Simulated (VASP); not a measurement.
Wanted: the native input for a VASP 6.6.1 run.

```
Task                   : single point
Functional             : r2SCAN
Potentials or basis    : VASP PAW PBE potentials, release 64 (Cd, S)
Cutoff                 : 520 eV
k mesh                 : 12 × 12 × 6
Occupations            : gaussian, width 0.05 eV
Spin                   : no spin polarisation
Dipole correction      : no
Further INCAR settings : ALGO = Normal; EDIFF = 1e-07; NBANDS = 26
```

CdS:

```xyz
4
Lattice="4.1348 0.0000 0.0000 -2.0674 3.5808 0.0000 0.0000 0.0000 6.7490" Properties=species:S:1:pos:R:3 pbc="T T T"
Cd    0.0000    2.3872    0.0000
Cd    2.0674    1.1936    3.3745
S     0.0000    2.3872    2.5984
S     2.0674    1.1936    5.9729
```

These files were run (other wordings do the same):

POSCAR

```
CdS
1.0
    4.1347992034      0.0000000000      0.0000000000
   -2.0673996017      3.5808411497      0.0000000000
    0.0000000000      0.0000000000      6.7490000000
Cd S
2 2
Direct
    0.3333333333      0.6666666667      0.0000000000
    0.6666666667      0.3333333333      0.5000000000
    0.3333333333      0.6666666667      0.3850000000
    0.6666666667      0.3333333333      0.8850000000
```

INCAR.step1

```
PREC = Accurate ; ENCUT = 520
ISMEAR = 0 ; SIGMA = 0.05
LREAL = F ; LASPH = T
NELM = 100 ; NBANDS = 26
GGA = PE ; ALGO = Normal
EDIFF = 1E-4 ; LWAVE = T
LCHARG = F
```

INCAR.step2

```
PREC = Accurate ; ENCUT = 520
EDIFF = 1E-7 ; ISMEAR = 0
SIGMA = 0.05 ; LREAL = F
LASPH = T ; NELM = 100
ALGO = Normal ; ISIF = 2
LWAVE = F ; LCHARG = F
METAGGA = R2SCAN ; LMIXTAU = T
NBANDS = 26 ; ISTART = 1
```

KPOINTS

```
Automatic mesh
0
Gamma
  12 12 6
```

Potentials or basis: VASP PAW PBE potentials, release 64 (Cd, S).

Launch:

```bash
$ cat potpaw_PBE.64/Cd/POTCAR potpaw_PBE.64/S/POTCAR > POTCAR
$ cp INCAR.step1 INCAR
$ mpirun -np 1 vasp_std > vasp.out
$ cp INCAR.step2 INCAR
$ mpirun -np 1 vasp_std > vasp.out
```

It gave:

| Quantity | Value |
| --- | --- |
| Pressure | 1.5 GPa |
| Largest force | 0.270 eV/Å |
| Band gap on the k mesh | 1.68 eV |

Caveat: the PAW data sets were made with another functional, which shifts forces and pressure a little.

Wall time 8.9 min on 1 thread of Intel(R) Xeon(R) Platinum 8259CL CPU @ 2.50GHz (Skylake/Cascade Lake) (shared host), peak memory 0.34 GiB.
